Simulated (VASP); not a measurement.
# Zn3Se2S: single point with PBE

Zn3Se2S:

```
CELL_PARAMETERS angstrom
3.98599 0.00000 0.00000
-1.99299 3.45197 0.00000
0.00000 0.00000 9.76559
ATOMIC_POSITIONS crystal
Zn 0.00000 0.00000 0.99049
Zn 0.66667 0.33333 0.33309
Zn 0.33333 0.66667 0.67604
Se 0.66667 0.33333 0.07966
Se 0.33333 0.66667 0.42170
S 0.00000 0.00000 0.74902
```

```
Program                : VASP 6.6.1
Task                   : single point
Functional             : PBE
Potentials or basis    : VASP PAW PBE potentials, release 64 (Zn, Se, S)
Cutoff                 : 520 eV
k mesh                 : 12 × 12 × 4
Occupations            : gaussian, width 0.02 eV
Spin                   : no spin polarisation
Dipole correction      : no
Further INCAR settings : ALGO = Normal; EDIFF = 1e-06; NBANDS = 36
```

```json
{
 "Pressure": "0.2 GPa",
 "Largest force": "0.012 eV/Å",
 "Band gap on the k mesh": "1.26 eV, direct"
}
```

Forces in eV/Å, atoms in the order of the input:
```
Zn   0.000  0.000 -0.012
Zn   0.000  0.000  0.004
Zn   0.000  0.000  0.003
Se   0.000  0.000  0.000
Se   0.000  0.000  0.001
S    0.000  0.000  0.004
```

Levels at points of the mesh, in eV from the valence-band top:
```csv
k point,band 23,band 24,band 25,band 26,band 27,band 28,band 29,band 30,band 31,band 32
"(0.00, 0.00, 0.00)",-0.51,-0.51,-0.16,0.00,0.00,1.26,2.61,2.91,5.86,5.86
"(0.50, 0.00, 0.00)",-2.27,-1.96,-1.84,-1.40,-1.11,3.03,3.45,3.64,3.74,5.70
"(0.00, 0.00, 0.50)",-1.17,-0.38,-0.38,-0.11,-0.11,2.26,2.64,2.76,5.67,6.12
"(0.50, 0.00, 0.50)",-2.52,-2.21,-1.72,-0.95,-0.88,2.59,3.41,3.67,4.49,4.70
```

It took 8.2 min on 1 thread of Oxide Virtual Turin-like Processor (shared host), peak memory 0.4 GiB.

As with any semilocal functional, this PBE gap is likely too small.
